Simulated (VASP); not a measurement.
Wanted: the native input for a VASP 6.6.1 run.

```yaml
Task: single point
Functional: LDA
Potentials_or_basis: VASP PAW LDA potentials, release 64 (In_d, Sb)
Cutoff: 500 eV
k_mesh: 22 × 22 × 22
Occupations: gaussian, width 0.15 eV
Spin: no spin polarisation
Dipole_correction: no
Further_INCAR_settings: ALGO = Normal; EDIFF = 1e-06; NBANDS = 16
```

The structure of InSb lies in POSCAR:

```
InSb
1.0
   -2.7711064357      2.7711064357      1.8478676566
    2.7711064357     -2.7711064357      1.8478676566
    2.7711064357      2.7711064357     -1.8478676566
In Sb
1 1
Direct
    0.2500000000      0.7500000000      0.5000000000
    0.0000000000      0.0000000000      0.0000000000
```

This cell differs from its parent crystal: ratio of the length along z to the lengths across it x 1.2, volume and fractional coordinates fixed.

One way to write it, as run:

INCAR

```
SYSTEM = InSb
  ALGO = Normal
  EDIFF = 1E-6
  ENCUT = 500
  GGA = CA
  GGA_COMPAT = .FALSE.
  ISIF = 2
  ISMEAR = 0
  LASPH = .TRUE.
  LCHARG = .FALSE.
  LREAL = .FALSE.
  LWAVE = .FALSE.
  NBANDS = 16
  NELM = 120
  PREC = Accurate
  SIGMA = 0.15
```

KPOINTS

```
k-points
0
G
  22 22 22
  0 0 0
```

Potentials or basis: VASP PAW LDA potentials, release 64 (In_d, Sb).

Command:

```sh
$ cat potpaw_LDA.64/In_d/POTCAR potpaw_LDA.64/Sb/POTCAR > POTCAR
$ mpirun -np 1 vasp_std > vasp.out
```

Results of the run:

```json
{"Pressure": "-1.9 GPa", "Band gap on the k mesh": "zero (bands 9 and 10 overlap by 4.07 eV)"}
```

Caveat: spin-orbit coupling is left out, which moves the levels of the heavy elements.

Run time: 4.2 min on 1 thread of AMD EPYC 9R45 96-Core Processor (Zen 5) (shared host), peak memory 0.74 GiB.
